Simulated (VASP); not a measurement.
# Si2Mo (I4/mmm) in VASP: a series of runs, part 2 of 2

VASP 6.6.1. The steps go on from the part before.

### Step 3. Single point, PBEsol (uniaxial strain along c: +4.5 %, then relaxed in part)

The input, INCAR:

```
  PREC = Accurate
  ENCUT = 520
  EDIFF = 1E-7
  ISMEAR = 0
  SIGMA = 0.1
  LREAL = False
  LASPH = True
  NELM = 60
  ALGO = Normal
  ISIF = 2
  LWAVE = False
  LCHARG = False
  GGA = PS
  NBANDS = 31
```

The input, KPOINTS:

```
regular mesh
0
Gamma
  12 12 6
```

The input, POSCAR:

```
Si2Mo
1.0
    3.1654014265      0.0000000000      0.0000000000
    0.0000000000      3.1654014265      0.0000000000
    0.0000000000      0.0000000000      8.1733462850
Si Mo
4 2
Direct
    0.0000000000      0.0000000000      0.3363731882
    0.5000000000      0.5000000000      0.1636268118
    0.5000000000      0.5000000000      0.8363731882
    0.0000000000      0.0000000000      0.6636268118
    0.0000000000      0.0000000000      0.0000000000
    0.5000000000      0.5000000000      0.5000000000
```

Potentials or basis: VASP PAW PBE potentials, release 64 (Si, Mo_sv).

Launch:

```sh
$ cat potpaw_PBE.64/Si/POTCAR potpaw_PBE.64/Mo_sv/POTCAR > POTCAR
$ mpirun -np 1 vasp_std > vasp.out
```

OUTCAR:

```text
PREC = Accurate
   ENCUT = 520
   EDIFF = 1E-7
   ISMEAR = 0
   LREAL = False
   LASPH = True
   NELM = 60
   ISIF = 2
   GGA = PS

 ion  position               nearest neighbor table
   1  0.000  0.000  0.336-   6 2.61   6 2.61   6 2.61   6 2.61   2 2.65   2 2.65   2 2.65   2 2.65
                             4 2.67   5 2.75
   2  0.500  0.500  0.164-   5 2.61   5 2.61   5 2.61   5 2.61   1 2.65   1 2.65   1 2.65   1 2.65
                             3 2.67   6 2.75
   3  0.500  0.500  0.836-   5 2.61   5 2.61   5 2.61   5 2.61   4 2.65   4 2.65   4 2.65   4 2.65
                             2 2.67   6 2.75
   4  0.000  0.000  0.664-   6 2.61   6 2.61   6 2.61   6 2.61   3 2.65   3 2.65   3 2.65   3 2.65
[... 1046 lines left out ...]
  Total        0.1784450      0.1784450     -8.9839800      0.0000000     -0.0000000      0.0000000
  in kB        3.4910616      3.4910616   -175.7607400      0.0000000     -0.0000000      0.0000000
  external PRESSURE =     -56.2595390 kB  Pullay stress =       0.0000000 kB

 VOLUME and BASIS-vectors are now :
 -----------------------------------------------------------------------------
  energy-cutoff  :      520.00
  volume of cell :       81.90
      direct lattice vectors                 reciprocal lattice vectors
     3.165401426  0.000000000  0.000000000     0.315915698  0.000000000  0.000000000
     0.000000000  3.165401426  0.000000000     0.000000000  0.315915698  0.000000000
     0.000000000  0.000000000  8.173346285     0.000000000  0.000000000  0.122348909

 POSITION                                       TOTAL-FORCE (eV/Angst)
 -----------------------------------------------------------------------------------
      0.00000      0.00000      2.74929        -0.000000      0.000000     -0.008864
      1.58270      1.58270      1.33738        -0.000000     -0.000000      0.008864
      1.58270      1.58270      6.83597         0.000000     -0.000000     -0.008864
      0.00000      0.00000      5.42405         0.000000     -0.000000      0.008864
      0.00000      0.00000      0.00000        -0.000000     -0.000000      0.000000
      1.58270      1.58270      4.08667         0.000000      0.000000      0.000000
 -----------------------------------------------------------------------------------
    total drift:                                0.000000      0.000000     -0.000000

  FREE ENERGIE OF THE ION-ELECTRON SYSTEM (eV)
  ---------------------------------------------------
  free  energy   TOTEN  =       -49.9498476663 eV

  energy  without entropy=      -49.9452947167  energy(sigma->0) =      -49.94757119
```

Run time: 3.7 min. Hardware: 1 thread of Intel Xeon Platinum 8488C (Sapphire Rapids), shared host; peak memory 0.34 GiB.

What came out:

- Free energy: -49.9498 eV
- Pressure: -5.6 GPa
- Largest force: 0.009 eV/Å
- Band gap on the k mesh: zero (bands 22 and 23 overlap by 0.81 eV)

Forces on the atoms (eV/Å):
```
Si   0.000  0.000 -0.009
Si   0.000  0.000  0.009
Si   0.000  0.000 -0.009
Si   0.000  0.000  0.009
Mo   0.000  0.000  0.000
Mo   0.000  0.000  0.000
```

Levels at points of the mesh, in eV from the Fermi level:
```csv
k point,band 18,band 19,band 20,band 21,band 22,band 23,band 24,band 25,band 26,band 27
"(0.00, 0.00, 0.00)",-2.26,-0.74,-0.74,-0.22,-0.22,0.46,0.56,3.18,3.29,3.52
"(0.50, 0.00, 0.00)",-3.00,-2.42,-2.42,-0.60,-0.60,1.66,1.66,3.04,3.04,3.29
"(0.50, 0.50, 0.00)",-4.40,-3.45,-3.45,-1.34,-1.34,2.34,2.34,2.39,2.39,2.51
"(0.00, 0.00, 0.50)",-1.95,-1.95,-1.95,0.51,0.51,1.67,1.67,1.67,1.67,1.78
"(0.50, 0.00, 0.50)",-2.76,-2.46,-2.46,-0.48,-0.48,2.21,2.21,3.30,3.30,3.44
"(0.50, 0.50, 0.50)",-2.92,-2.36,-2.36,-2.36,-2.36,-0.11,-0.11,2.34,2.34,3.55
```

Caveat: the cell differs from its parent crystal (uniaxial strain along c: +4.5 %, then relaxed in part); the cell stands under tension; the PAW data sets were made with another functional, which shifts forces and pressure a little.

### Step 4. Single point, PBEsol (uniaxial strain along c: -4.5 %, then relaxed in part)

The input, INCAR:

```
PREC = Accurate ; ENCUT = 520
EDIFF = 1E-6 ; ISMEAR = 0
SIGMA = 0.1 ; LREAL = F
LASPH = T ; NELM = 100
ALGO = Normal ; ISIF = 2
LWAVE = F ; LCHARG = F
GGA = PS ; NBANDS = 31
```

KPOINTS is that of step 3.

The input, POSCAR:

```
Si2Mo
1.0
    3.2172056531      0.0000000000      0.0000000000
    0.0000000000      3.2172056531      0.0000000000
    0.0000000000      0.0000000000      7.4694217246
Si Mo
4 2
Direct
    0.0000000000      0.0000000000      0.3346399503
    0.5000000000      0.5000000000      0.1653600497
    0.5000000000      0.5000000000      0.8346399503
    0.0000000000      0.0000000000      0.6653600497
    0.0000000000      0.0000000000      0.0000000000
    0.5000000000      0.5000000000      0.5000000000
```

Launch:

```sh
$ cat potpaw_PBE.64/Si/POTCAR potpaw_PBE.64/Mo_sv/POTCAR > POTCAR
$ mpirun -np 1 vasp_std > vasp.out
```

Run time: 69 s. Hardware: 1 thread of Intel Xeon 6975P-C (Granite Rapids), shared host; peak memory 0.32 GiB.

The run converged. Its results:

* Free energy: -49.8732 eV
* Pressure: 9.2 GPa
* Largest force: 0.006 eV/Å
* Band gap on the k mesh: zero (bands 22 and 23 overlap by 0.84 eV)

Forces on the atoms (eV/Å):
```
Si   0.000  0.000 -0.006
Si   0.000  0.000  0.006
Si   0.000  0.000 -0.006
Si   0.000  0.000  0.006
Mo   0.000  0.000  0.000
Mo   0.000  0.000  0.000
```

Stress tensor (GPa, compression positive):
```
 0.42  0.00  0.00
 0.00  0.42  0.00
 0.00  0.00 26.82
```

Levels at points of the mesh, in eV from the Fermi level:
```csv
k point,band 18,band 19,band 20,band 21,band 22,band 23,band 24,band 25,band 26,band 27
"(0.00, 0.00, 0.00)",-2.22,-0.65,-0.65,-0.38,-0.38,0.30,0.50,3.17,3.34,3.43
"(0.50, 0.00, 0.00)",-2.70,-1.72,-1.72,-0.81,-0.81,2.01,2.01,3.56,3.56,4.00
"(0.50, 0.50, 0.00)",-4.48,-2.69,-2.69,-1.10,-1.10,2.37,2.37,3.05,3.05,4.07
"(0.00, 0.00, 0.50)",-2.20,-1.64,-1.64,0.40,0.40,1.83,1.83,1.83,1.83,2.45
"(0.50, 0.00, 0.50)",-2.77,-2.43,-2.43,-0.53,-0.53,2.34,2.34,3.05,3.05,4.84
"(0.50, 0.50, 0.50)",-2.39,-1.82,-1.82,-1.82,-1.82,0.84,0.84,2.37,2.37,4.42
```

Caveat: the cell differs from its parent crystal (uniaxial strain along c: -4.5 %, then relaxed in part); the cell stands under pressure; the PAW data sets were made with another functional, which shifts forces and pressure a little.

### Step 5. The runs side by side

```tsv
cell	gap on the mesh (eV)	pressure (GPa)	largest force (eV/Å)
a = 3.154, b = 3.154, c = 8.173 Å, 6 atoms	none	-4.3	0.04
a = 3.165, b = 3.165, c = 8.173 Å, 6 atoms	none	-5.6	0.01
a = 3.217, b = 3.217, c = 7.469 Å, 6 atoms	none	9.2	0.01
```

Alike in all rows: task single point; level PBEsol; potentials or basis VASP PAW PBE potentials, release 64 (Si, Mo_sv); no spin polarisation; k mesh 12 × 12 × 6; cutoff (eV) 520; smearing gaussian 0.1 eV.

Caveats: the PAW data sets were made with another functional, which shifts forces and pressure a little; the cell stands under tension (at least some runs); the cell stands under pressure (at least some runs).

Absolute energies hang on the potentials; compare differences alone.
